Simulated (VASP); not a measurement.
Here is a VASP 6.6.1 calculation.

Contents of INCAR:

```
  PREC = Accurate
  ENCUT = 520
  EDIFF = 1E-7
  ISMEAR = 0
  SIGMA = 0.1
  LREAL = F
  LASPH = T
  NELM = 100
  ALGO = Fast
  ISIF = 2
  LWAVE = F
  LCHARG = F
  GGA = PS
  NBANDS = 44
```

File KPOINTS:

```
regular mesh
0
Gamma
  12 12 8
```

The input POSCAR:

```
CoSn
1.0
    5.2197158249      0.0000000000      0.0000000000
   -2.6098579124      4.5204065049      0.0000000000
    0.0000000000      0.0000000000      4.1684718843
Co Sn
3 3
Direct
    0.0000000000      0.5000000000      0.0000000000
    0.5000000000      0.5000000000      0.0000000000
    0.5000000000      0.0000000000      0.0000000000
    0.6666666667      0.3333333333      0.5000000000
    0.3333333333      0.6666666667      0.5000000000
    0.0000000000      0.0000000000      0.0000000000
```

Potentials or basis: VASP PAW PBE potentials, release 64 (Co, Sn_d).

Launch:

```sh
$ cat potpaw_PBE.64/Co/POTCAR potpaw_PBE.64/Sn_d/POTCAR > POTCAR
$ mpirun -np 1 vasp_std > vasp.out
```

Problem. What does it give for the pressure?

Solution. -0.1 GPa.

Stress tensor (GPa, compression positive):
```
-0.05  0.00  0.00
 0.00 -0.05  0.00
 0.00  0.00 -0.15
```

Caveat: the PAW data sets were made with another functional, which shifts forces and pressure a little; spin-orbit coupling is left out, which moves the levels of the heavy elements. Spin polarisation is off, so any magnetic state and its effect on volume and gap are missing.
